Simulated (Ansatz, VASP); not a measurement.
**Si in VASP and in Ansatz**

File INCAR:

```
ALGO = Normal ; EDIFF = 1E-8
ENCUT = 520 ; GGA = CA
ISIF = 2 ; ISMEAR = -1
LASPH = T ; LCHARG = F
LEFG = T ; LREAL = F
LWAVE = F ; NBANDS = 11
NELM = 80 ; PREC = Accurate
SIGMA = 0.08
```

File KPOINTS:

```
k-points
0
Gamma
  11 11 11
```

POSCAR

```
Si
1.0
    0.0814641000      2.7562020500      2.7562020500
    2.7562020500      0.0814641000      2.7562020500
    2.7562020500      2.7562020500      0.0814641000
Si
2
Direct
    0.5000000000      0.5000000000      0.5000000000
    0.7500000000      0.7500000000      0.7500000000
```

Input for Ansatz:

```yaml
crystal:
  lattice:
    - [0.0814641, 2.75620205, 2.75620205]
    - [2.75620205, 0.0814641, 2.75620205]
    - [2.75620205, 2.75620205, 0.0814641]
  atoms:
    - { symbol: Si, position: [0.5, 0.5, 0.5] }
    - { symbol: Si, position: [0.75, 0.75, 0.75] }
kpoints:
  mp_grid: { grid: [11, 11, 11] }
scf:
  occupations: { method: fermi_dirac, width: 0.08 }
hamiltonian:
  xc: lda
  pseudopotentials: { kind: all_electron, datasets: crystal }
output:
  forces: true
  stress: true
  eigenvalues: true
  efg: { contact_densities: true }
```

Change from the starting cell: equal xy, yz and zx shear strains of +3 %, crystal datasets.

Alike in both runs: task electric field gradients; functional LDA; k mesh 11 × 11 × 11; occupations fermi-dirac, width 0.08 eV; no spin polarisation.

|  | VASP | Ansatz |
| --- | --- | --- |
| version | VASP 6.6.1 | Ansatz 0.2.0 |
| potentials or method | VASP PAW LDA potentials, release 64 (Si), cutoff 520 eV | all-electron PAW with datasets made for the crystal, scalar-relativistic |

|  | VASP | Ansatz | Ansatz less VASP |
| --- | --- | --- | --- |
| pressure (GPa) | -1.2 | -1.3 | -0.09 |
| traceless stress, the component that is largest in VASP (GPa) | -2.85 | -2.83 | +0.021 |
| rms of the force components (eV/Å) | 0.239 | 0.239 | -0.0006 |
| size of Vzz on the site where it differs most (V/Å²) | 12.2 | 11.5 | -0.66 |

LDA's correlation is that of Perdew and Zunger in VASP and of Perdew and Wang (1992) in Ansatz. Atom by atom the forces differ by 0.001 eV/Å (rms over components). Ansatz ran all-electron here, and VASP with PAW potentials.
